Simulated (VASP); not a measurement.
# C in VASP: notebook

C is run at these levels: r2SCAN; tasks: single point.

Program: VASP 6.6.1. These are calculated values, not measurements. Logs are shortened: lines on timing, memory, paths and dates and some standing lists are left out, and cuts for length are marked.

### Step 1. The cell of the first run

The cell holds a slab with vacuum, 2 atoms: a = 2.490 Å, b = 2.490 Å, c = 8.295 Å, α = 90.00°, β = 90.00°, γ = 120.00°.

### Step 2. Single point, r2SCAN

The input, POSCAR:

```
C
1.0
    2.4898205103      0.0000000000      0.0000000000
   -1.2449102552      2.1562478128      0.0000000000
    0.0000000000      0.0000000000      8.2949590090
C
2
Direct
    0.3333333333      0.6666666667      0.0000000000
    0.6666666667      0.3333333333      0.0000000000
```

The input, INCAR.step1:

```
SYSTEM = C
PREC = Accurate ; ENCUT = 520
ISMEAR = 0 ; SIGMA = 0.15
LREAL = .FALSE. ; LASPH = .TRUE.
NELM = 60 ; NBANDS = 11
GGA = PE ; ALGO = Normal
EDIFF = 1E-4 ; LWAVE = .TRUE.
LCHARG = .FALSE.
```

The input, INCAR.step2:

```
SYSTEM = C
PREC = Accurate ; ENCUT = 520
EDIFF = 1E-6 ; ISMEAR = 0
SIGMA = 0.15 ; LREAL = .FALSE.
LASPH = .TRUE. ; NELM = 60
ALGO = Normal ; ISIF = 2
LWAVE = .FALSE. ; LCHARG = .FALSE.
METAGGA = R2SCAN ; LMIXTAU = .TRUE.
NBANDS = 11 ; ISTART = 1
```

The input, KPOINTS:

```
Automatic mesh
0
G
  24 24 6
  0 0 0
```

Potentials or basis: VASP PAW PBE potentials, release 64 (C).

On the command line:

```bash
> cat potpaw_PBE.64/C/POTCAR > POTCAR
> cp INCAR.step1 INCAR
> mpirun -np 1 vasp_std > vasp.out
> cp INCAR.step2 INCAR
> mpirun -np 1 vasp_std > vasp.out
```

OUTCAR:

```text
SYSTEM = C
   PREC = Accurate
   ENCUT = 520
   EDIFF = 1E-6
   ISMEAR = 0
   LREAL = .FALSE.
   LASPH = .TRUE.
   NELM = 60
   ISIF = 2
   METAGGA = R2SCAN
   ISTART = 1

 ion  position               nearest neighbor table
   1  0.333  0.667  0.000-   2 1.44   2 1.44   2 1.44
   2  0.667  0.333  0.000-   1 1.44   1 1.44   1 1.44

  LATTYP: Found a hexagonal cell.
 ALAT       =     2.4898205103
 C/A-ratio  =     3.3315489911

  Lattice vectors:

 A1 = (   2.4898205103,   0.0000000000,   0.0000000000)
 A2 = (  -1.2449102552,   2.1562478128,   0.0000000000)
 A3 = (   0.0000000000,   0.0000000000,   8.2949590090)

Analysis of symmetry for initial positions (statically):
=====================================================================
 Subroutine PRICEL returns:
 Original cell was already a primitive cell.

 Routine SETGRP: Setting up the symmetry group for a
 hexagonal supercell.

 Subroutine GETGRP returns: Found 24 space group operations
 (whereof 24 operations were pure point group operations)
 out of a pool of 24 trial point group operations.

The static configuration has the point symmetry D_6h.

Analysis of symmetry for dynamics (positions and initial velocities):
=====================================================================
 Subroutine PRICEL returns:
 Original cell was already a primitive cell.

 Routine SETGRP: Setting up the symmetry group for a
 hexagonal supercell.

 Subroutine GETGRP returns: Found 24 space group operations
 (whereof 24 operations were pure point group operations)
 out of a pool of 24 trial point group operations.

The dynamic configuration has the point symmetry D_6h.

 Subroutine INISYM returns: Found 24 space group operations
 (whereof 24 operations are pure point group operations),
 and found     1 'primitive' translations

----------------------------------------------------------------------------------------

                                     Primitive cell

  volume of cell :      44.5329

  direct lattice vectors                    reciprocal lattice vectors
     2.489820510  0.000000000  0.000000000     0.401635377  0.231884293  0.000000000
    -1.244910255  2.156247813  0.000000000     0.000000000  0.463768586  0.000000000
     0.000000000  0.000000000  8.294959009     0.000000000  0.000000000  0.120555147

  length of vectors
     2.489820510  2.489820510  8.294959009     0.463768586  0.463768586  0.120555147

  position of ions in fractional coordinates (direct lattice)
     0.333333333  0.666666667  0.000000000
     0.666666667  0.333333333  0.000000000

  ion indices of the primitive-cell ions
   primitive index   ion index
                 1           1
                 2           2

----------------------------------------------------------------------------------------

 KPOINTS: Automatic mesh

Automatic generation of k-mesh.
 Grid dimensions read from file:
 generate k-points for:   24   24    6

 Generating k-lattice:

  Cartesian coordinates                     Fractional coordinates (reciprocal lattice)
     0.016734807  0.009661846  0.000000000     0.041666667  0.000000000  0.000000000
     0.000000000  0.019323691  0.000000000     0.000000000  0.041666667  0.000000000
     0.000000000  0.000000000  0.020092524     0.000000000  0.000000000  0.166666667

  Length of vectors
     0.019323691  0.019323691  0.020092524

  Shift w.r.t. Gamma in fractional coordinates (k-lattice)
     0.000000000  0.000000000  0.000000000

 Subroutine IBZKPT returns following result:
 ===========================================

 Found    244 irreducible k-points:

 Following reciprocal coordinates:
            Coordinates               Weight
  0.000000  0.000000  0.000000      1.000000
  0.041667 -0.000000  0.000000      6.000000
  0.083333 -0.000000  0.000000      6.000000
  0.125000 -0.000000  0.000000      6.000000
  0.166667  0.000000  0.000000      6.000000
  0.208333 -0.000000  0.000000      6.000000
[... 16 lines left out ...]
  0.416667  0.041667  0.000000     12.000000
  0.458333  0.041667  0.000000     12.000000
 [... further k-points ...]
   k-points           NKPTS =    244   k-points in BZ     NKDIM =    244   number of bands    NBANDS=     11
   number of dos      NEDOS =    301   number of ions     NIONS =      2
   total plane-waves  NPLWV =  25600
   dimension x,y,z NGX =    20 NGY =   20 NGZ =   64
   dimension x,y,z NGXF=    40 NGYF=   40 NGZF=  128
   ions per type =               2
   NGX,Y,Z   is equivalent  to a cutoff of  13.35, 13.35, 12.83 a.u.
   NGXF,Y,Z  is equivalent  to a cutoff of  26.71, 26.71, 25.65 a.u.
 SYSTEM =  C
   PREC   = accura    normal or accurate (medium, high low for compatibility)
   ISTART =      1    job   : 0-new  1-cont  2-samecut
   ICHARG =      0    charge: 1-file 2-atom 10-const
   ISPIN  =      1    spin polarized calculation?
   LNONCOLLINEAR =      F non collinear calculations
   LSORBIT =      F    spin-orbit coupling
   LASPH  =      T    aspherical Exc in radial PAW
   ENCUT  =  520.0 eV  38.22 Ry    6.18 a.u.   4.63  4.63 15.42*2*pi/ulx,y,z
   NELM   =     60;   NELMIN=  2; NELMDL=  0     # of ELM steps
   EDIFF  = 0.1E-05   stopping-criterion for ELM
   LREAL  =      F    real-space projection
[... 7 lines left out ...]
   TEBEG  =    0.0;   TEEND  =   0.0 temperature during run
   PSTRESS=    0.0 pullay stress
   NELECT =       8.0000    total number of electrons
   NUPDOWN=      -1.0000    fix difference up-down
   EMIN   =  10.00;   EMAX   =-10.00  energy-range for DOS
   EFERMI =   0.00;   METHOD = LEGACY
   ISMEAR =     0;   SIGMA  =   0.15  broadening in eV -4-tet -1-fermi 0-gaus
   EFERMI_NEDOS =   21; number of points for ismear=-14 and -15
   IALGO  =     38    algorithm
   IMIX   =      4    mixing-type and parameters
     AMIX     =   0.40;   BMIX     =  1.00
     AMIX_MAG =   1.60;   BMIX_MAG =  1.00
  volume/ion in A,a.u.               =      22.27       150.26
  Fermi-wavevector in a.u.,A,eV,Ry     =   0.923729  1.745594 11.609511  0.853275
  Thomas-Fermi vector in A             =   2.049397
   LORBIT       =      0    0 simple, 1 ext, 2 COOP (PROOUT), +10 PAW based schemes
   METAGGA = R2SCAN    functional components
   LHFCALC =     F    Hartree Fock is set to
   AEXX    =    0.0000 exact exchange contribution
   IVDW    =     0    specifies the selected vdW correction
   LEPSILON=     F    determine dielectric tensor
   LRPA    =     F    only Hartree local field effects (RPA)
 non-spin polarized calculation
 Gauss-broadening in eV      SIGMA  =   0.15
  energy-cutoff  :      520.00
  volume of cell :       44.53
 maximum number of plane-waves:      1218
 NGX is ok and might be reduce to    20

 number of electron       8.0000000 magnetization

 Free energy of the ion-electron system (eV)
  ---------------------------------------------------
  ext. energy  EPLUGINS =         0.00000000
  ---------------------------------------------------
  free energy    TOTEN  =       -19.82026038 eV

  energy without entropy =      -19.81967269  energy(sigma->0) =      -19.81996654

 E-fermi :  -0.7921     XC(G=0):  -5.1664

 val. band max:       -0.7921722015   @ k =   0.3333   0.3333   0.3333
 cond. band min:      -0.7921180252   @ k =   0.3333   0.3333   0.1667
 fundamental gap:      0.0000541762
 Fermi energy:        -0.7921468920

 k-point     1 :       0.0000    0.0000    0.0000
  band No.  band energies     occupation
      1     -21.3182      2.00000
      2      -8.6533      2.00000
      3      -4.0384      2.00000
      4      -4.0384      2.00000
      5       2.6905      0.00000
      6       5.3092      0.00000
      7       6.9034      0.00000
      8       7.6517      0.00000
      9       7.6517      0.00000
     10      11.1940      0.00000
     11      11.4935      0.00000

 k-point     2 :       0.0417   -0.0000    0.0000
  band No.  band energies     occupation
      1     -21.2755      2.00000
      2      -8.6028      2.00000
      3      -4.2195      2.00000
      4      -4.1304      2.00000
      5       2.7459      0.00000
      6       5.3631      0.00000
      7       6.9537      0.00000
      8       7.6833      0.00000
      9       7.8362      0.00000
     10      11.0407      0.00000
     11      11.5777      0.00000

 k-point     3 :       0.0833   -0.0000    0.0000
  band No.  band energies     occupation
      1     -21.1478      2.00000
      2      -8.4516      2.00000
      3      -4.7335      2.00000
      4      -4.3872      2.00000
      5       2.9122      0.00000
      6       5.5246      0.00000
      7       7.1035      0.00000
      8       7.7437      0.00000
      9       8.3689      0.00000
     10      10.5957      0.00000
     11      11.8457      0.00000

 k-point     4 :       0.1250   -0.0000    0.0000
  band No.  band energies     occupation
      1     -20.9352      2.00000
      2      -8.2007      2.00000
      3      -5.5101      2.00000
      4      -4.7627      2.00000
      5       3.1893      0.00000
      6       5.7928      0.00000
      7       7.3376      0.00000
      8       7.7817      0.00000
      9       9.2001      0.00000
     10       9.8982      0.00000
     11      12.3169      0.00000
[... 239 lines left out ...]
 k-point    22 :       0.3750    0.0417    0.0000
  band No.  band energies     occupation
      1     -17.5514      2.00000
      2     -12.6109      2.00000
      3      -7.4008      2.00000
      4      -4.4322      2.00000
      5       2.6154      0.00000
      6       6.8863      0.00000
      7       7.7375      0.00000
      8      10.1247      0.00000
      9      11.8044      0.00000
     10      13.9915      0.00000
     11      15.3663      0.00000

 k-point    23 :       0.4167    0.0417    0.0000
  band No.  band energies     occupation
      1     -16.7887      2.00000
      2     -13.6235      2.00000
      3      -7.5675      2.00000
      4      -3.7437      2.00000
      5       1.6680      0.00000
      6       6.8018      0.00000
      7       8.8246      0.00000
      8      11.1153      0.00000
      9      12.6395      0.00000
     10      12.8632      0.00000
     11      14.4722      0.00000

 k-point    24 :       0.4583    0.0417    0.0000
  band No.  band energies     occupation
      1     -16.0958      2.00000
      2     -14.4430      2.00000
      3      -7.6516      2.00000
      4      -3.2775      2.00000
      5       1.0695      0.00000
      6       6.7562      0.00000
      7      10.0173      0.00000
      8      11.3053      0.00000
      9      12.0997      0.00000
     10      13.4921      0.00000
     11      13.9572      0.00000

 [... further k-points ...]
[... 5 lines left out ...]
  --------------------------------------------------------------------------------------
  -------------------------------------------------------------------------------------
  Total       -1.7598143     -1.7598143     -0.0119881      0.0000000     -0.0000000     -0.0000000
  in kB      -63.3135203    -63.3135203     -0.4312992      0.0000000     -0.0000000     -0.0000000
  external PRESSURE =     -42.3527799 kB  Pullay stress =       0.0000000 kB

 VOLUME and BASIS-vectors are now :
 -----------------------------------------------------------------------------
  energy-cutoff  :      520.00
  volume of cell :       44.53
      direct lattice vectors                 reciprocal lattice vectors
     2.489820510  0.000000000  0.000000000     0.401635377  0.231884293  0.000000000
    -1.244910255  2.156247813  0.000000000     0.000000000  0.463768586  0.000000000
     0.000000000  0.000000000  8.294959009     0.000000000  0.000000000  0.120555147

 POSITION                                       TOTAL-FORCE (eV/Angst)
 -----------------------------------------------------------------------------------
     -0.00000      1.43750      0.00000         0.000000     -0.000000      0.000000
      1.24491      0.71875      0.00000        -0.000000      0.000000     -0.000000
 -----------------------------------------------------------------------------------
    total drift:                                0.000000     -0.000000     -0.000000

  FREE ENERGIE OF THE ION-ELECTRON SYSTEM (eV)
  ---------------------------------------------------
  free  energy   TOTEN  =       -19.8202603843 eV

  energy  without entropy=      -19.8196726868  energy(sigma->0) =      -19.81996654
```

It took 5.4 min on 1 thread of Intel Xeon Platinum 8375C at 2.90GHz (Ice Lake), shared host; peak memory 0.22 GiB.

Results:

* Free energy: -19.8203 eV
* Band gap on the k mesh: zero (filled and empty bands touch)

Caveat: there is no dipole correction, which matters where the two faces differ; the PAW data sets were made with another functional, which shifts forces and pressure a little.

### Step 3. Single point, r2SCAN

This run uses another cell than the first one, of the same volume but with other edges.

The input, POSCAR:

```
C
1.0
    2.4165475857      0.0000000000      0.0000000000
   -1.2082737929      2.0927915987      0.0000000000
    0.0000000000      0.0000000000      8.8056135463
C
2
Direct
    0.3333333333      0.6666666667      0.0000000000
    0.6666666667      0.3333333333      0.0000000000
```

The input, INCAR.step1:

```
SYSTEM = C
PREC = Accurate
ENCUT = 520
ISMEAR = 0
SIGMA = 0.15
LREAL = .FALSE.
LASPH = .TRUE.
NELM = 100
NBANDS = 11
GGA = PE
ALGO = Normal
EDIFF = 1E-4
LWAVE = .TRUE.
LCHARG = .FALSE.
```

The input, INCAR.step2:

```
SYSTEM = C
PREC = Accurate
ENCUT = 520
EDIFF = 1E-7
ISMEAR = 0
SIGMA = 0.15
LREAL = .FALSE.
LASPH = .TRUE.
NELM = 100
ALGO = Normal
ISIF = 2
LWAVE = .FALSE.
LCHARG = .FALSE.
METAGGA = R2SCAN
LMIXTAU = .TRUE.
NBANDS = 11
ISTART = 1
```

KPOINTS is that of step 2.

Potentials or basis: VASP PAW PBE potentials, release 64 (C).

On the command line:

```bash
> cat potpaw_PBE.64/C/POTCAR > POTCAR
> cp INCAR.step1 INCAR
> mpirun -np 1 vasp_std > vasp.out
> cp INCAR.step2 INCAR
> mpirun -np 1 vasp_std > vasp.out
```

Wall time 5.7 min (1 thread of Intel Xeon Platinum 8375C at 2.90GHz (Ice Lake), shared host); peak memory 0.23 GiB.

Results (log left out):

- Free energy: -19.8008 eV
- Band gap on the k mesh: zero (filled and empty bands touch)

Levels at points of the mesh, in eV from the Fermi level:
```tsv
k point	band 1	band 2	band 3	band 4	band 5	band 6	band 7	band 8
(0.00, 0.00, 0.00)	-21.28	-8.50	-3.22	-3.22	3.25	5.50	6.88	9.03
(0.50, 0.00, 0.00)	-15.52	-14.44	-7.00	-2.64	1.83	8.26	11.62	11.71
(0.00, 0.00, 0.50)	-21.28	-8.50	-3.22	-3.22	3.89	4.04	8.89	9.03
(0.50, 0.00, 0.50)	-15.52	-14.44	-7.00	-2.64	1.83	8.26	12.13	12.25
```

Caveat: there is no dipole correction, which matters where the two faces differ; the PAW data sets were made with another functional, which shifts forces and pressure a little.

### Step 4. Single point, r2SCAN

This run uses another cell than the first one, of the same volume but with other edges.

The input, POSCAR:

```
C
1.0
    2.6458291010      0.0000000000      0.0000000000
   -1.3229145505      2.2913552156      0.0000000000
    0.0000000000      0.0000000000      7.3455910599
C
2
Direct
    0.3333333333      0.6666666667      0.0000000000
    0.6666666667      0.3333333333      0.0000000000
```

The input, INCAR.step1:

```
SYSTEM = C
PREC     = Accurate       ! precision mode
ENCUT    = 520            ! plane-wave cutoff, eV
ISMEAR   = 0              ! smearing method
SIGMA    = 0.15           ! smearing width, eV
LREAL    = .FALSE.        ! projectors in reciprocal space
LASPH    = .TRUE.         ! aspherical terms in the spheres
NELM     = 80             ! most SCF steps
NBANDS   = 11             ! bands
GGA      = PE             ! functional
ALGO     = Normal         ! electronic algorithm
EDIFF    = 1E-4           ! SCF threshold, eV
LWAVE    = .TRUE.         ! write WAVECAR
LCHARG   = .FALSE.        ! write CHGCAR
```

The input, INCAR.step2:

```
SYSTEM = C
PREC     = Accurate       ! precision mode
ENCUT    = 520            ! plane-wave cutoff, eV
EDIFF    = 1E-6           ! SCF threshold, eV
ISMEAR   = 0              ! smearing method
SIGMA    = 0.15           ! smearing width, eV
LREAL    = .FALSE.        ! projectors in reciprocal space
LASPH    = .TRUE.         ! aspherical terms in the spheres
NELM     = 80             ! most SCF steps
ALGO     = Normal         ! electronic algorithm
ISIF     = 2              ! what is computed and relaxed
LWAVE    = .FALSE.        ! write WAVECAR
LCHARG   = .FALSE.        ! write CHGCAR
METAGGA  = R2SCAN         ! meta-GGA
LMIXTAU  = .TRUE.       
NBANDS   = 11             ! bands
ISTART   = 1
```

The input, KPOINTS:

```
regular mesh
0
G
  24 24 6
  0 0 0
```

On the command line:

```bash
> cat potpaw_PBE.64/C/POTCAR > POTCAR
> cp INCAR.step1 INCAR
> mpirun -np 1 vasp_std > vasp.out
> cp INCAR.step2 INCAR
> mpirun -np 1 vasp_std > vasp.out
```

Wall time 4.8 min (1 thread of Intel Xeon Platinum 8375C at 2.90GHz (Ice Lake), shared host); peak memory 0.23 GiB.

It converged, with:

| Item | Value |
| --- | --- |
| Free energy | -19.1665 eV |
| Pressure | -20.8 GPa |
| Band gap on the k mesh | zero (filled and empty bands touch) |

Stress tensor (GPa, compression positive):
```
-31.16   0.00   0.00
  0.00 -31.16   0.00
  0.00   0.00  -0.04
```

Levels at points of the mesh, in eV from the Fermi level:
| k point | band 2 | band 3 | band 4 | band 5 | band 6 | band 7 |
| --- | --- | --- | --- | --- | --- | --- |
| (0.00, 0.00, 0.00) | -6.68 | -3.24 | -3.24 | 3.88 | 7.36 | 7.36 |
| (0.50, 0.00, 0.00) | -12.72 | -6.17 | -2.11 | 1.68 | 5.63 | 10.83 |
| (0.00, 0.00, 0.50) | -6.69 | -3.24 | -3.24 | 4.82 | 5.32 | 7.36 |
| (0.50, 0.00, 0.50) | -12.72 | -6.17 | -2.11 | 1.67 | 5.63 | 11.47 |

Caveat: the stress differs along the axes, from -31 to -0 GPa; the PAW data sets were made with another functional, which shifts forces and pressure a little.

### Step 5. The runs side by side

```csv
cell,gap on the mesh (eV)
"a = 2.490, b = 2.490, c = 8.295 Å, angles 90.0, 90.0, 120.0°, 2 atoms",none
"a = 2.417, b = 2.417, c = 8.806 Å, angles 90.0, 90.0, 120.0°, 2 atoms",none
"a = 2.646, b = 2.646, c = 7.346 Å, angles 90.0, 90.0, 120.0°, 2 atoms",none
```

Alike in all rows: task single point; level r2SCAN; potentials or basis VASP PAW PBE potentials, release 64 (C); no spin polarisation; k mesh 24 × 24 × 6; cutoff (eV) 520; smearing gaussian 0.15 eV.

Caveats: the PAW data sets were made with another functional, which shifts forces and pressure a little; there is no dipole correction, which matters where the two faces differ (at least some runs); the stress differs along the axes, from -31 to -0 GPa (at least some runs).

Total energies depend on the potentials used, so only differences within one code and one set of settings carry meaning.
